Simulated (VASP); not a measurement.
Input of a VASP 6.6.1 run:

Contents of INCAR:

```
SYSTEM = BN
  PREC = Accurate
  ENCUT = 600
  EDIFF = 1E-7
  ISMEAR = 0
  SIGMA = 0.02
  LREAL = .False.
  LASPH = .True.
  NELM = 80
  ALGO = Normal
  ISIF = 4
  LWAVE = .False.
  LCHARG = .False.
  GGA = PE
  IVDW = 12
  IBRION = 2
  NSW = 50
  EDIFFG = -0.01
```

Contents of KPOINTS:

```
regular mesh
0
Gamma
  12 12 4
  0 0 0
```

POSCAR

```
BN
1.0
    2.4742646225      0.0000000000      0.0000000000
   -1.2371323113      2.1427760188      0.0000000000
    0.0000000000      0.0000000000      6.1763371779
B N
2 2
Direct
    0.3333333333      0.6666666667      0.2500000000
    0.6666666667      0.3333333333      0.7500000000
    0.3333333333      0.6666666667      0.7500000000
    0.6666666667      0.3333333333      0.2500000000
```

Potentials or basis: VASP PAW PBE potentials, release 64 (B, N).

Command:

```bash
$ cat potpaw_PBE.64/B/POTCAR potpaw_PBE.64/N/POTCAR > POTCAR
$ mpirun -np 1 vasp_std > vasp.out
```

Problem. What does it give for the band gap on the k mesh?

Solution. 4.11 eV, indirect (least direct gap 4.41 eV).

Problem. Predict the dispersion energy per atom.

Solution. -0.158 eV.

Step by step:
```csv
step,energy change (eV),largest force (eV/Å),pressure (GPa),volume (Å³)
1,0.0000,0.0000,11.35,32.75
2,-0.0247,0.0000,3.05,32.75
3,-0.0251,0.0000,3.89,32.75
```

Caveat: the cell differs from its parent crystal (volume scaled by 0.91). A k mesh can miss the band edges.
